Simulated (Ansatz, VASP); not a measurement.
# Two plane-wave programs on NaF

```
Na F
1.0
     0.00000    2.26784    2.26784
     2.26784    0.00000    2.26784
     2.26784    2.26784    0.00000
Na F
1 1
Direct
  0.00000 0.00000 0.00000
  0.50000 0.50000 0.50000
```

Alike in both runs: task single point; functional PBEsol; k mesh 8 × 8 × 8; occupations gaussian, width 0.02 eV; no spin polarisation.

|  | VASP | Ansatz |
| --- | --- | --- |
| version | VASP 6.6.1 | Ansatz 0.2.0 |
| potentials or method | VASP PAW PBE potentials, release 64 (Na_pv, F), cutoff 520 eV | scalar-relativistic, plane waves, PAW |
| valence electrons in the cell | 14 | 16 |

Ansatz gave:

```
gap on the k mesh at the Fermi level (eV) : 6.53
least direct gap on the mesh (eV)         : 6.53
pressure (GPa)                            : 3.4
```

Question: What did VASP give for the same quantities?

Answer: gap on the k mesh at the Fermi level (eV): 6.51; least direct gap on the mesh (eV): 6.51; pressure (GPa): 3.4.

VASP's potentials were made for PBE, not for PBEsol. VASP's potentials hold 14 valence electrons a cell and Ansatz's 16, so a difference there can come from the potentials and not from the codes.
